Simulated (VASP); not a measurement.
## Pb: single point with PBEsol

The system is Pb.

```
CELL_PARAMETERS angstrom
-1.97966 1.97966 1.97966
1.97966 -1.97966 1.97966
1.97966 1.97966 -1.97966
ATOMIC_POSITIONS crystal
Pb 0.00000 0.00000 0.00000
```

```yaml
Program: VASP 6.6.1
Task: single point
Functional: PBEsol
Potentials_or_basis: VASP PAW PBE potentials, release 64 (Pb_d)
Cutoff: 520 eV
k_mesh: 5 × 5 × 5
Occupations: fermi-dirac, width 0.05 eV
Spin: no spin polarisation
Dipole_correction: no
Further_INCAR_settings: ALGO = Normal; EDIFF = 1e-06; NBANDS = 13
```

```
Pressure               : 0.0 GPa
Band gap on the k mesh : zero (band 7 reaches 14.30 eV, above the bottom of band 8 at 5.25 eV)
```

Levels at points of the mesh, in eV from the Fermi level:
```
           k point  band 5  band 6  band 7  band 8  band 9  band 10
(0.00, 0.00, 0.00)  -16.92  -11.77    7.29    7.29    7.29    10.91
```

Wall time 3.4 s on 1 thread of AMD EPYC 7R13 Processor (Zen 3), with other jobs on the host, peak memory 0.12 GiB.

Caveat: the k points lie up to 0.45 Å⁻¹ apart; the PAW data sets were made with another functional, which shifts forces and pressure a little; spin-orbit coupling is left out, which moves the levels of the heavy elements.
